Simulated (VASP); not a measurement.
Write the native input for VASP 6.6.1 that does the following.

* Task: single point
* Functional: PBE
* Potentials or basis: VASP PAW PBE potentials, release 64 (Mg, Cl, Li_sv)
* Cutoff: 520 eV
* k mesh: 1 × 1 × 1
* Occupations: fermi-dirac, width 0.05 eV
* Spin: no spin polarisation
* Dipole correction: no
* Further INCAR settings: LREAL = Auto; ALGO = Normal; EDIFF = 1e-06; NBANDS = 77; ISYM = 0

The structure of Li4Mg5Cl14 lies in POSCAR:

```
Li4Mg5Cl14
1.0
    8.3069090000     -0.1152490000     -0.0233070000
   -0.1152490000      8.4640910000      0.3031410000
   -0.0233070000      0.3031410000      8.2260140000
Mg Cl Li
5 14 4
Direct
    0.4264490380      0.6660080678      0.6085548719
    0.1325477342      0.2041935141      0.5148182174
    0.8765150481      0.7585037058      0.6317822173
    0.6873379376      0.9545932213      0.9926539684
    0.3701973602      0.5702679411      0.1231378400
    0.3988739663      0.2110373512      0.5055089235
    0.6474672323      0.2017767400      0.0713867878
    0.1932190387      0.3406889403      0.1550140287
    0.9577361027      0.9395998605      0.0948087025
    0.4427151220      0.4721798844      0.8421921333
    0.1775644071      0.7432802479      0.7573289780
    0.9078682810      0.3602477826      0.4195305057
    0.0403569628      0.2044518152      0.7972175676
    0.2681338039      0.6141254564      0.3764862046
    1.0167104813      0.9504023968      0.4647325592
    0.6754565286      0.6339786643      0.4730557156
    0.6551011184      0.9461377844      0.7145468373
    0.7982580493      0.6109792638      0.8962210781
    0.4159915329      0.8318194126      0.0434398660
    0.6804274489      0.2452461619      0.5529464885
    0.9395643696      0.2160247969      0.0954681640
    0.2876990360      0.2331909656      0.9170500632
    0.0120131707      0.7063229346      0.9997555985
```

The input as run:

INCAR

```
SYSTEM = Li4Mg5Cl14
PREC = Accurate ; ENCUT = 520
EDIFF = 1E-6 ; ISMEAR = -1
SIGMA = 0.05 ; LREAL = Auto
LASPH = .True. ; NELM = 60
ALGO = Normal ; ISIF = 2
LWAVE = .False. ; LCHARG = .False.
GGA = PE ; NBANDS = 77
ISYM = 0
```

KPOINTS

```
Automatic mesh
0
Gamma
  1 1 1
  0 0 0
```

Potentials or basis: VASP PAW PBE potentials, release 64 (Mg, Cl, Li_sv).

Command:

```bash
$ cat potpaw_PBE.64/Mg/POTCAR potpaw_PBE.64/Cl/POTCAR potpaw_PBE.64/Li_sv/POTCAR > POTCAR
$ mpirun -np 1 vasp_gam > vasp.out
```

It gave:

The largest force is 1.408 eV/Å and the band gap on the k mesh is 3.86 eV.

Caveat: the k points lie up to 0.77 Å⁻¹ apart.

Wall time 53 s on 1 thread of Intel(R) Xeon(R) Platinum 8559C (Emerald Rapids) (shared host), peak memory 0.53 GiB.
